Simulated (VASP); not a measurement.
Set up this calculation in VASP 6.6.1, as the native input.

```yaml
Task: single point
Functional: PBE
Potentials_or_basis: VASP PAW PBE potentials, release 64 (Ga_d, P)
Cutoff: 520 eV
k_mesh: 8 × 8 × 9
Occupations: fermi-dirac, width 0.05 eV
Spin: no spin polarisation
Dipole_correction: no
Further_INCAR_settings: ALGO = Normal; EDIFF = 1e-06; NBANDS = 16
```

The structure of GaP lies in POSCAR:

```
GaP
1.0
    3.4566600000      0.0000000000      0.0000000000
    0.0000000000      3.4566600000      0.0000000000
    0.0000000000      0.0000000000      2.8025600000
Ga P
1 1
Direct
    0.0000000000      0.0000000000      0.0000000000
    0.5000000000      0.5000000000      0.5000000000
```

The input as run:

INCAR

```
PREC     = Accurate       # precision mode
ENCUT    = 520            # plane-wave cutoff, eV
EDIFF    = 1E-6           # SCF threshold, eV
ISMEAR   = -1             # smearing method
SIGMA    = 0.05           # smearing width, eV
LREAL    = F              # projectors in reciprocal space
LASPH    = T              # aspherical terms in the spheres
NELM     = 80             # most SCF steps
ALGO     = Normal         # electronic algorithm
ISIF     = 2              # what is computed and relaxed
LWAVE    = F              # write WAVECAR
LCHARG   = T              # write CHGCAR
GGA      = PE             # functional
LELF     = T              # ELF
LVHAR    = T            
NBANDS   = 16             # bands
```

KPOINTS

```
Automatic mesh
0
Gamma
  8 8 9
```

Potentials or basis: VASP PAW PBE potentials, release 64 (Ga_d, P).

Command:

```sh
$ cat potpaw_PBE.64/Ga_d/POTCAR potpaw_PBE.64/P/POTCAR > POTCAR
$ mpirun -np 1 vasp_std > vasp.out
```

It gave:

The pressure is -0.2 GPa. The band gap on the k mesh is zero (band 9 reaches 9.70 eV, above the bottom of band 10 at 4.83 eV).

Run time: 27 s on 1 thread of Intel(R) Xeon(R) Platinum 8488C (Sapphire Rapids), with other jobs on the host, peak memory 0.17 GiB.
